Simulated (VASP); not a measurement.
Wanted: the native input for a VASP 6.6.1 run.

| Item | Value |
| --- | --- |
| Task | single point |
| Functional | PBE |
| Potentials or basis | VASP PAW PBE potentials, release 64 (Al, N) |
| Cutoff | 520 eV |
| k mesh | 12 × 12 × 6 |
| Occupations | fermi-dirac, width 0.02 eV |
| Spin | no spin polarisation |
| Dipole correction | no |
| Further INCAR settings | ALGO = Normal; EDIFF = 1e-07; NBANDS = 16 |

The structure of AlN lies in POSCAR:

```
AlN
1.0
    3.2725919889      0.0000000000      0.0000000000
   -1.6362959944      2.8341477986      0.0000000000
    0.0000000000      0.0000000000      4.8002461889
Al N
2 2
Direct
    0.3333333333      0.6666666667     -0.0088221557
    0.6666666667      0.3333333333      0.4911778443
    0.3333333333      0.6666666667      0.3888221557
    0.6666666667      0.3333333333      0.8888221557
```

This cell differs from its parent crystal: epitaxial xy strain +5.3%.

The input as run:

INCAR

```
PREC = Accurate
ENCUT = 520
EDIFF = 1E-7
ISMEAR = -1
SIGMA = 0.02
LREAL = False
LASPH = True
NELM = 80
ALGO = Normal
ISIF = 2
LWAVE = False
LCHARG = False
GGA = PE
NBANDS = 16
```

KPOINTS

```
Automatic mesh
0
Gamma
  12 12 6
```

Potentials or basis: VASP PAW PBE potentials, release 64 (Al, N).

Command:

```bash
$ cat potpaw_PBE.64/Al/POTCAR potpaw_PBE.64/N/POTCAR > POTCAR
$ mpirun -np 1 vasp_std > vasp.out
```

Results of the run:

```
Pressure               : -9.3 GPa
Largest force          : 0.067 eV/Å
Band gap on the k mesh : 3.21 eV
```

Caveat: the cell differs from its parent crystal (epitaxial xy strain +5.3%); the cell stands under tension.

It took 35 s on 1 thread of Intel(R) Xeon(R) Platinum 8488C (Sapphire Rapids), with other jobs on the host, peak memory 0.17 GiB.
